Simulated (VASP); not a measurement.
Runs of VASP 6.6.1 on N. The structure is that of space group P6_3/mmc (No. 194), or close to it. The cells are those of the table. 

```csv
cell,gap on the mesh (eV),pressure (GPa)
"a = 2.519, b = 2.519, c = 2.397 Å, angles 90.0, 90.0, 120.0°, 2 atoms",none,(b)
"a = 2.519, b = 2.519, c = 2.470 Å, angles 90.0, 90.0, 120.0°, 2 atoms",none,(a)
"a = 2.519, b = 2.519, c = 2.446 Å, angles 90.0, 90.0, 120.0°, 2 atoms",none,-7.6
"a = 2.519, b = 2.519, c = 2.373 Å, angles 90.0, 90.0, 120.0°, 2 atoms",none,1.1
"a = 2.519, b = 2.519, c = 2.495 Å, angles 90.0, 90.0, 120.0°, 2 atoms",none,-12.5
"a = 2.519 Å, angles 90.0, 90.0, 120.0°, 2 atoms",none,-13.6
"a = 2.519, b = 2.519, c = 2.422 Å, angles 90.0, 90.0, 120.0°, 2 atoms",none,-5.0
```

Alike in all rows: task single point; level LDA; potentials or basis VASP PAW LDA potentials, release 64 (N); no spin polarisation; k mesh 12 × 12 × 8; cutoff (eV) 520; smearing gaussian 0.02 eV.

Q: Estimate the missing entries.

A: (a) -9.9; (b) -2.3.

A gap of «none» marks levels without a gap at the run's occupations.
